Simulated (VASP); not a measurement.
# CaO in VASP: settings compared

CaO is run at these levels: PBE, r2SCAN; tasks: single point.

Everything below comes from runs of VASP 6.6.1. Logs are shortened: lines on timing, memory, paths and dates and some standing lists are left out, and cuts for length are marked.

## Step 1: The cell of the first run

Symmetry: Immm, No. 71, orthorhombic system. The conventional cell has a = 3.357 Å, b = 3.425 Å, c = 4.795 Å, α = 90.00°, β = 90.00°, γ = 90.00°. Ca (site symmetry mmm) has 6 O at 2.40 Å within 3.2 Å. O (site symmetry mmm) has 6 Ca at 2.40 Å within 3.2 Å.

## Step 2: Single point, PBE (shear xy strain -2.0%)

INCAR reads:

```
SYSTEM = CaO
PREC = Accurate ; ENCUT = 520
EDIFF = 1E-6 ; ISMEAR = 0
SIGMA = 0.01 ; LREAL = .False.
LASPH = .True. ; NELM = 80
ALGO = Normal ; ISIF = 2
LWAVE = .False. ; LCHARG = .False.
GGA = PE ; NBANDS = 15
```

KPOINTS reads:

```
regular mesh
0
Gamma
  6 6 6
  0 0 0
```

POSCAR reads:

```
CaO
1.0
   -0.0239755013      2.3975501265      2.3975501265
    2.3975501265     -0.0239755013      2.3975501265
    2.3735746253      2.3735746253      0.0000000000
Ca O
1 1
Direct
    0.0000000000      0.0000000000      0.0000000000
    0.5000000000      0.5000000000      0.5000000000
```

Potentials or basis: VASP PAW PBE potentials, release 64 (Ca_sv, O).

The run is started by

```
> cat potpaw_PBE.64/Ca_sv/POTCAR potpaw_PBE.64/O/POTCAR > POTCAR
> mpirun -np 1 vasp_std > vasp.out
```

OUTCAR:

```text
SYSTEM = CaO
   PREC = Accurate
   ENCUT = 520
   EDIFF = 1E-6
   ISMEAR = 0
   LREAL = .False.
   LASPH = .True.
   NELM = 80
   ISIF = 2
   GGA = PE

 ion  position               nearest neighbor table
   1  0.000  0.000  0.000-   2 2.40   2 2.40   2 2.40   2 2.40   2 2.40   2 2.40
   2  0.500  0.500  0.500-   1 2.40   1 2.40   1 2.40   1 2.40   1 2.40   1 2.40

  LATTYP: Found a body centered orthorhombic cell.
 ALAT       =     3.3567414264
 B/A-ratio  =     1.0202020202
 C/A-ratio  =     1.4284985478

  Lattice vectors:

 A1 = (   0.0239755013,  -2.3975501265,  -2.3975501265)
 A2 = (  -0.0239755012,   2.3975501266,  -2.3975501265)
 A3 = (   2.3975501265,  -0.0239755013,   2.3975501265)

Analysis of symmetry for initial positions (statically):
=====================================================================
 Subroutine PRICEL returns:
 Original cell was already a primitive cell.

 Routine SETGRP: Setting up the symmetry group for a
 body centered orthorhombic supercell.

 Subroutine GETGRP returns: Found  8 space group operations
 (whereof  8 operations were pure point group operations)
 out of a pool of  8 trial point group operations.

The static configuration has the point symmetry D_2h.

Analysis of symmetry for dynamics (positions and initial velocities):
=====================================================================
 Subroutine PRICEL returns:
 Original cell was already a primitive cell.

 Routine SETGRP: Setting up the symmetry group for a
 body centered orthorhombic supercell.

 Subroutine GETGRP returns: Found  8 space group operations
 (whereof  8 operations were pure point group operations)
 out of a pool of  8 trial point group operations.

The dynamic configuration has the point symmetry D_2h.

 Subroutine INISYM returns: Found  8 space group operations
 (whereof  8 operations are pure point group operations),
 and found     1 'primitive' translations

----------------------------------------------------------------------------------------

                                     Primitive cell

  volume of cell :      27.5607

  direct lattice vectors                    reciprocal lattice vectors
    -0.023975501  2.397550127  2.397550127    -0.206481399  0.206481399  0.208546213
     2.397550127 -0.023975501  2.397550127     0.206481399 -0.206481399  0.208546213
     2.373574625  2.373574625  0.000000000     0.210652741  0.210652741 -0.208546213

  length of vectors
     3.390732671  3.390732671  3.356741426     0.358832356  0.358832356  0.363649113

  position of ions in fractional coordinates (direct lattice)
     0.000000000  0.000000000  0.000000000
     0.500000000  0.500000000  0.500000000

  ion indices of the primitive-cell ions
   primitive index   ion index
                 1           1
                 2           2

----------------------------------------------------------------------------------------

 KPOINTS: regular mesh

Automatic generation of k-mesh.
 Grid dimensions read from file:
 generate k-points for:    6    6    6

 Generating k-lattice:

  Cartesian coordinates                     Fractional coordinates (reciprocal lattice)
    -0.034413567  0.034413567  0.034757702     0.166666667 -0.000000000  0.000000000
     0.034413567 -0.034413567  0.034757702    -0.000000000  0.166666667  0.000000000
     0.035108790  0.035108790 -0.034757702     0.000000000  0.000000000  0.166666667

  Length of vectors
     0.059805393  0.059805393  0.060608185

  Shift w.r.t. Gamma in fractional coordinates (k-lattice)
     0.000000000  0.000000000  0.000000000

 Subroutine IBZKPT returns following result:
 ===========================================

 Found     46 irreducible k-points:

 Following reciprocal coordinates:
            Coordinates               Weight
  0.000000  0.000000  0.000000      1.000000
  0.166667 -0.000000  0.000000      4.000000
  0.333333  0.000000  0.000000      4.000000
  0.500000  0.000000  0.000000      2.000000
  0.166667  0.166667  0.000000      2.000000
  0.333333  0.166667  0.000000      4.000000
[... 16 lines left out ...]
 -0.166667  0.333333  0.166667      4.000000
  0.500000  0.500000  0.166667      4.000000
 [... further k-points ...]
   k-points           NKPTS =     46   k-points in BZ     NKDIM =     46   number of bands    NBANDS=     15
   number of dos      NEDOS =    301   number of ions     NIONS =      2
   total plane-waves  NPLWV =  21952
   dimension x,y,z NGX =    28 NGY =   28 NGZ =   28
   dimension x,y,z NGXF=    56 NGYF=   56 NGZF=   56
   ions per type =               1   1
   NGX,Y,Z   is equivalent  to a cutoff of  13.73, 13.73, 13.87 a.u.
   NGXF,Y,Z  is equivalent  to a cutoff of  27.46, 27.46, 27.73 a.u.
 SYSTEM =  CaO
   PREC   = accura    normal or accurate (medium, high low for compatibility)
   ISTART =      0    job   : 0-new  1-cont  2-samecut
   ICHARG =      2    charge: 1-file 2-atom 10-const
   ISPIN  =      1    spin polarized calculation?
   LNONCOLLINEAR =      F non collinear calculations
   LSORBIT =      F    spin-orbit coupling
   LASPH  =      T    aspherical Exc in radial PAW
   ENCUT  =  520.0 eV  38.22 Ry    6.18 a.u.   6.30  6.30  6.24*2*pi/ulx,y,z
   NELM   =     80;   NELMIN=  2; NELMDL= -5     # of ELM steps
   EDIFF  = 0.1E-05   stopping-criterion for ELM
   LREAL  =      F    real-space projection
   EDIFFG = 0.1E-04   stopping-criterion for IOM
   NSW    =      0    number of steps for IOM
   IBRION =     -1    ionic relax: 0-MD 1-quasi-New 2-CG
   NFREE  =      0    steps in history (QN), initial steepest desc. (CG)
   ISIF   =      2    stress and relaxation
   ISYM   =      2    0-nonsym 1-usesym 2-fastsym
   POTIM  = 0.5000    time-step for ionic-motion
   TEBEG  =    0.0;   TEEND  =   0.0 temperature during run
   PSTRESS=    0.0 pullay stress
   NELECT =      16.0000    total number of electrons
   NUPDOWN=      -1.0000    fix difference up-down
   EMIN   =  10.00;   EMAX   =-10.00  energy-range for DOS
   EFERMI =   0.00;   METHOD = LEGACY
   ISMEAR =     0;   SIGMA  =   0.01  broadening in eV -4-tet -1-fermi 0-gaus
   EFERMI_NEDOS =   21; number of points for ismear=-14 and -15
   IALGO  =     38    algorithm
   IMIX   =      4    mixing-type and parameters
     AMIX     =   0.40;   BMIX     =  1.00
     AMIX_MAG =   1.60;   BMIX_MAG =  1.00
  volume/ion in A,a.u.               =      13.78        92.99
  Fermi-wavevector in a.u.,A,eV,Ry     =   1.365688  2.580777 25.376290  1.865105
  Thomas-Fermi vector in A             =   2.491895
   LORBIT       =      0    0 simple, 1 ext, 2 COOP (PROOUT), +10 PAW based schemes
   GGA     = PE    functional components
   LHFCALC =     F    Hartree Fock is set to
   AEXX    =    0.0000 exact exchange contribution
   IVDW    =     0    specifies the selected vdW correction
   LEPSILON=     F    determine dielectric tensor
   LRPA    =     F    only Hartree local field effects (RPA)
 non-spin polarized calculation
 Gauss-broadening in eV      SIGMA  =   0.01
  energy-cutoff  :      520.00
  volume of cell :       27.56
 maximum number of plane-waves:       756
 NGX is ok and might be reduce to    28
   NGX = 13   NGY = 13   NGZ = 13

 number of electron      15.9999997 magnetization

 Free energy of the ion-electron system (eV)
  ---------------------------------------------------
  ext. energy  EPLUGINS =         0.00000000
  ---------------------------------------------------
  free energy    TOTEN  =       -12.79491763 eV

  energy without entropy =      -12.79491763  energy(sigma->0) =      -12.79491763

 E-fermi :   2.5661     XC(G=0): -10.5104

 val. band max:        2.4271881176   @ k =   0.0000   0.0000   0.0000
 cond. band min:       6.0231329969   @ k =   0.5000   0.5000   0.0000
 fundamental gap:      3.5959448793
 Fermi energy:         2.5661081383

 k-point     1 :       0.0000    0.0000    0.0000
  band No.  band energies     occupation
      1     -35.2190      2.00000
      2     -15.9782      2.00000
      3     -15.9775      2.00000
      4     -15.9762      2.00000
      5     -13.1539      2.00000
      6       2.3601      2.00000
      7       2.3918      2.00000
      8       2.4272      2.00000
      9       7.1575      0.00000
     10       8.5332      0.00000
     11       8.6338      0.00000
     12       8.7342      0.00000
     13      10.1517      0.00000
     14      10.1527      0.00000
     15      17.5102      0.00000

 k-point     2 :       0.1667   -0.0000    0.0000
  band No.  band energies     occupation
      1     -35.1935      2.00000
      2     -16.3344      2.00000
      3     -15.9904      2.00000
      4     -15.9895      2.00000
      5     -12.7782      2.00000
      6       1.5125      2.00000
      7       2.0288      2.00000
      8       2.0841      2.00000
      9       8.2669      0.00000
     10       8.5645      0.00000
     11       9.0550      0.00000
     12       9.1837      0.00000
     13      10.7791      0.00000
     14      10.7818      0.00000
     15      18.3339      0.00000

 k-point     3 :       0.3333    0.0000    0.0000
  band No.  band energies     occupation
      1     -35.1420      2.00000
      2     -16.8879      2.00000
      3     -16.0185      2.00000
      4     -16.0127      2.00000
      5     -12.1808      2.00000
      6       0.2551      2.00000
      7       1.4326      2.00000
      8       1.5023      2.00000
      9       8.9427      0.00000
     10      10.0406      0.00000
     11      10.2117      0.00000
     12      10.2125      0.00000
     13      12.0753      0.00000
     14      12.0824      0.00000
     15      17.6065      0.00000
[... 343 lines left out ...]
 k-point    23 :      -0.1667    0.3333    0.1667
  band No.  band energies     occupation
      1     -35.1082      2.00000
      2     -16.7243      2.00000
      3     -16.2431      2.00000
      4     -16.1212      2.00000
      5     -12.3795      2.00000
      6       0.5607      2.00000
      7       1.4572      2.00000
      8       1.6325      2.00000
      9       7.8425      0.00000
     10       9.9135      0.00000
     11      10.8232      0.00000
     12      11.1552      0.00000
     13      12.1385      0.00000
     14      13.6977      0.00000
     15      17.6936      0.00000

 k-point    24 :       0.5000    0.5000    0.1667
  band No.  band energies     occupation
      1     -35.0882      2.00000
      2     -16.6314      2.00000
      3     -16.2961      2.00000
      4     -16.1729      2.00000
      5     -12.6386      2.00000
      6       0.9279      2.00000
      7       1.5653      2.00000
      8       1.7455      2.00000
      9       6.9082      0.00000
     10      10.5759      0.00000
     11      11.1980      0.00000
     12      11.5627      0.00000
     13      11.7642      0.00000
     14      14.1408      0.00000
     15      16.7479      0.00000

 [... further k-points ...]
[... 5 lines left out ...]
  --------------------------------------------------------------------------------------
  -------------------------------------------------------------------------------------
  Total        0.5272359      0.5272359      0.5203510      0.2602969     -0.0000000     -0.0000000
  in kB       30.6496751     30.6496751     30.2494399     15.1317772     -0.0000000     -0.0000000
  external PRESSURE =      30.5162634 kB  Pullay stress =       0.0000000 kB

 VOLUME and BASIS-vectors are now :
 -----------------------------------------------------------------------------
  energy-cutoff  :      520.00
  volume of cell :       27.56
      direct lattice vectors                 reciprocal lattice vectors
    -0.023975501  2.397550127  2.397550127    -0.206481399  0.206481399  0.208546213
     2.397550127 -0.023975501  2.397550127     0.206481399 -0.206481399  0.208546213
     2.373574625  2.373574625  0.000000000     0.210652741  0.210652741 -0.208546213

 POSITION                                       TOTAL-FORCE (eV/Angst)
 -----------------------------------------------------------------------------------
      0.00000      0.00000      0.00000         0.000000      0.000000      0.000000
      2.37357      2.37357      2.39755         0.000000     -0.000000      0.000000
 -----------------------------------------------------------------------------------
    total drift:                                0.000000      0.000000      0.000000

  FREE ENERGIE OF THE ION-ELECTRON SYSTEM (eV)
  ---------------------------------------------------
  free  energy   TOTEN  =       -12.7949176342 eV

  energy  without entropy=      -12.7949176342  energy(sigma->0) =      -12.79491763
```

It took 34 s on 1 thread of Intel Xeon 8259CL, shared host; peak memory 0.16 GiB.

What came out:

| Item | Value |
| --- | --- |
| Free energy | -12.7949 eV |
| Pressure | 3.1 GPa |
| Band gap on the k mesh | 3.60 eV, indirect (least direct gap 3.96 eV) |

Levels at points of the mesh, in eV from the valence-band top:
```csv
k point,band 6,band 7,band 8,band 9,band 10,band 11
"(0.00, 0.00, 0.00)",-0.07,-0.04,0.00,4.73,6.11,6.21
"(0.50, 0.00, 0.00)",-2.69,-1.25,-1.18,7.02,8.26,8.39
"(0.50, 0.50, 0.00)",-1.33,-0.45,-0.36,3.60,8.06,8.90
"(0.00, 0.00, 0.50)",-2.69,-1.32,-1.25,7.06,8.33,8.47
"(0.50, 0.00, 0.50)",-1.33,-0.41,-0.41,3.60,8.05,8.89
```

Caveat: the cell differs from its parent crystal (shear xy strain -2.0%).

[end of part 1 of 2]
